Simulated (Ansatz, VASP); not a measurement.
InSe: VASP beside Ansatz

The input INCAR:

```
SYSTEM = InSe
  PREC = Accurate
  ENCUT = 520
  EDIFF = 1E-7
  ISMEAR = 0
  SIGMA = 0.05
  LREAL = Auto
  LASPH = .TRUE.
  NELM = 60
  ALGO = Normal
  ISIF = 2
  LWAVE = .FALSE.
  LCHARG = .TRUE.
  GGA = PE
  LELF = .TRUE.
  LVHAR = .TRUE.
  NBANDS = 174
```

KPOINTS

```
Automatic mesh
0
G
  3 3 1
  0 0 0
```

POSCAR

```
InSe
1.0
    8.1000000000      0.0000000000      0.0000000000
   -4.0500000000      7.0148060000      0.0000000000
    0.0000000000      0.0000000000     16.9300000000
In Se
16 16
Direct
    0.1666670000      0.3333330000      0.1570000000
    0.1666670000      0.8333330000      0.1570000000
    0.6666670000      0.3333330000      0.1570000000
    0.6666670000      0.8333330000      0.1570000000
    0.3333330000      0.1666670000      0.6570000000
    0.3333330000      0.6666670000      0.6570000000
    0.8333330000      0.1666670000      0.6570000000
    0.8333330000      0.6666670000      0.6570000000
    0.1666670000      0.3333330000      0.3430000000
    0.1666670000      0.8333330000      0.3430000000
    0.6666670000      0.3333330000      0.3430000000
    0.6666670000      0.8333330000      0.3430000000
    0.3333330000      0.1666670000      0.8430000000
    0.3333330000      0.6666670000      0.8430000000
    0.8333330000      0.1666670000      0.8430000000
    0.8333330000      0.6666670000      0.8430000000
    0.1666670000      0.3333330000      0.6020000000
    0.1666670000      0.8333330000      0.6020000000
    0.6666670000      0.3333330000      0.6020000000
    0.6666670000      0.8333330000      0.6020000000
    0.3333330000      0.1666670000      0.1020000000
    0.3333330000      0.6666670000      0.1020000000
    0.8333330000      0.1666670000      0.1020000000
    0.8333330000      0.6666670000      0.1020000000
    0.1666670000      0.3333330000      0.8980000000
    0.1666670000      0.8333330000      0.8980000000
    0.6666670000      0.3333330000      0.8980000000
    0.6666670000      0.8333330000      0.8980000000
    0.3333330000      0.1666670000      0.3980000000
    0.3333330000      0.6666670000      0.3980000000
    0.8333330000      0.1666670000      0.3980000000
    0.8333330000      0.6666670000      0.3980000000
```

Input for Ansatz:

```yaml
crystal:
  lattice:
    - [8.1, 0.0, 0.0]
    - [-4.05, 7.014806, 0.0]
    - [0.0, 0.0, 16.93]
  atoms:
    - { symbol: In, position: [0.166667, 0.333333, 0.157] }
    - { symbol: In, position: [0.166667, 0.833333, 0.157] }
    - { symbol: In, position: [0.666667, 0.333333, 0.157] }
    - { symbol: In, position: [0.666667, 0.833333, 0.157] }
    - { symbol: In, position: [0.333333, 0.166667, 0.657] }
    - { symbol: In, position: [0.333333, 0.666667, 0.657] }
    - { symbol: In, position: [0.833333, 0.166667, 0.657] }
    - { symbol: In, position: [0.833333, 0.666667, 0.657] }
    - { symbol: In, position: [0.166667, 0.333333, 0.343] }
    - { symbol: In, position: [0.166667, 0.833333, 0.343] }
    - { symbol: In, position: [0.666667, 0.333333, 0.343] }
    - { symbol: In, position: [0.666667, 0.833333, 0.343] }
    - { symbol: In, position: [0.333333, 0.166667, 0.843] }
    - { symbol: In, position: [0.333333, 0.666667, 0.843] }
    - { symbol: In, position: [0.833333, 0.166667, 0.843] }
    - { symbol: In, position: [0.833333, 0.666667, 0.843] }
    - { symbol: Se, position: [0.166667, 0.333333, 0.602] }
    - { symbol: Se, position: [0.166667, 0.833333, 0.602] }
    - { symbol: Se, position: [0.666667, 0.333333, 0.602] }
    - { symbol: Se, position: [0.666667, 0.833333, 0.602] }
    - { symbol: Se, position: [0.333333, 0.166667, 0.102] }
    - { symbol: Se, position: [0.333333, 0.666667, 0.102] }
    - { symbol: Se, position: [0.833333, 0.166667, 0.102] }
    - { symbol: Se, position: [0.833333, 0.666667, 0.102] }
    - { symbol: Se, position: [0.166667, 0.333333, 0.898] }
    - { symbol: Se, position: [0.166667, 0.833333, 0.898] }
    - { symbol: Se, position: [0.666667, 0.333333, 0.898] }
    - { symbol: Se, position: [0.666667, 0.833333, 0.898] }
    - { symbol: Se, position: [0.333333, 0.166667, 0.398] }
    - { symbol: Se, position: [0.333333, 0.666667, 0.398] }
    - { symbol: Se, position: [0.833333, 0.166667, 0.398] }
    - { symbol: Se, position: [0.833333, 0.666667, 0.398] }
basis:
  ecutwfc: 420
  fft_grid_basis: typed
kpoints:
  mp_grid: { grid: [3, 3, 1] }
hamiltonian:
  xc: pbe
  pseudopotentials: { kind: paw }
scf:
  occupations: { method: gaussian, width: 0.05 }
output:
  forces: true
  stress: false
  eigenvalues: true
  bader: false
  write_density: true
  volumetric_format: npy
```

Alike in both runs: task single point; functional PBE; k mesh 3 × 3 × 1; occupations gaussian, width 0.05 eV; no spin polarisation.

|  | VASP | Ansatz |
| --- | --- | --- |
| version | VASP 6.6.1 | Ansatz 0.2.0 |
| potentials or method | VASP PAW PBE potentials, release 64 (In_d, Se), cutoff 520 eV | scalar-relativistic, plane waves, PAW |
| valence electrons in the cell | 304 | 464 |

|  | VASP | Ansatz | Ansatz less VASP |
| --- | --- | --- | --- |
| gap on the k mesh at the Fermi level (eV) | none | none | - |
| rms of the force components (eV/Å) | 1.417 | 1.419 | +0.0019 |

Atom by atom the forces differ by 0.014 eV/Å (rms over components). A gap of «none» marks a metal or a gap that the smearing closes. VASP's potentials hold 304 valence electrons a cell and Ansatz's 464, so a difference there can come from the potentials and not from the codes. Ansatz's warnings: structure snapped to symmetry.

The k mesh is coarse, so the values compare programs but aren't converged.
